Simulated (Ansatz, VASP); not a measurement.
# Two plane-wave programs on HfN

The input POSCAR:

```
HfN
1.0
    0.0000000000      2.4548200000      2.4548200000
    2.4548200000      0.0000000000      2.4548200000
    2.4548200000      2.4548200000      0.0000000000
Hf N
1 1
Direct
    0.0039000000      0.0013100000      0.0026400000
    0.7503800000      0.7548900000      0.7493100000
```

Contents of INCAR.step1:

```
  ALGO = Normal
  EDIFF = 1E-4
  ENCUT = 520
  GGA = PE
  ISMEAR = 1
  LASPH = True
  LCHARG = False
  LREAL = False
  LWAVE = True
  NBANDS = 14
  NELM = 60
  PREC = Accurate
  SIGMA = 0.1
```

Contents of INCAR.step2:

```
  ALGO = Normal
  EDIFF = 1E-7
  ENCUT = 520
  ISIF = 2
  ISMEAR = 1
  ISTART = 1
  IVDW = 13
  LASPH = True
  LCHARG = False
  LMIXTAU = True
  LREAL = False
  LWAVE = False
  METAGGA = R2SCAN
  NBANDS = 14
  NELM = 60
  PREC = Accurate
  SIGMA = 0.1
  VDW_A1 = 0.51559235
  VDW_A2 = 5.77342911
  VDW_S6 = 1.0
  VDW_S8 = 0.6018749
```

Contents of KPOINTS:

```
k-points
0
Gamma
  7 7 7
```

Input for Ansatz:

```yaml
crystal:
  lattice:
    - [0.0, 2.45482, 2.45482]
    - [2.45482, 0.0, 2.45482]
    - [2.45482, 2.45482, 0.0]
  atoms:
    - { symbol: Hf, position: [0.0039, 0.00131, 0.00264] }
    - { symbol: "N", position: [0.75038, 0.75489, 0.74931] }
basis:
  ecutwfc: 650.0
  xc_grid: 2
kpoints:
  mp_grid:
    grid: [7, 7, 7]
hamiltonian:
  xc: r2scan
  dispersion: d4
scf:
  convergence:
    dr2_threshold: 1.0e-09
  occupations:
    method: cold
output:
  forces: true
  stress: true
```

Alike in both runs: task single point; functional r2SCAN; dispersion D4; k mesh 7 × 7 × 7; no spin polarisation.

|  | VASP | Ansatz |
| --- | --- | --- |
| version | VASP 6.6.1 | Ansatz 0.2.0 |
| potentials or method | VASP PAW PBE potentials, release 64 (Hf_pv, N), cutoff 520 eV | plane waves, PAW |
| occupations | methfessel-paxton of order 1, width 0.1 eV | cold |
| valence electrons in the cell | 15 | 31 |

|  | VASP | Ansatz | Ansatz less VASP |
| --- | --- | --- | --- |
| pressure (GPa) | -4.7 | -3.3 | +1.33 |
| traceless stress, the component that is largest in VASP (GPa) | -0.98 | -0.97 | +0.013 |
| rms of the force components (eV/Å) | 0.109 | 0.129 | +0.0191 |

VASP's potentials were made for PBE, not for r2SCAN. Atom by atom the forces differ by 0.019 eV/Å (rms over components). VASP's potentials hold 15 valence electrons a cell and Ansatz's 31, so a difference there can come from the potentials and not from the codes. Ansatz's warnings: stress scf threshold loose.

Neither program's run includes spin-orbit coupling.
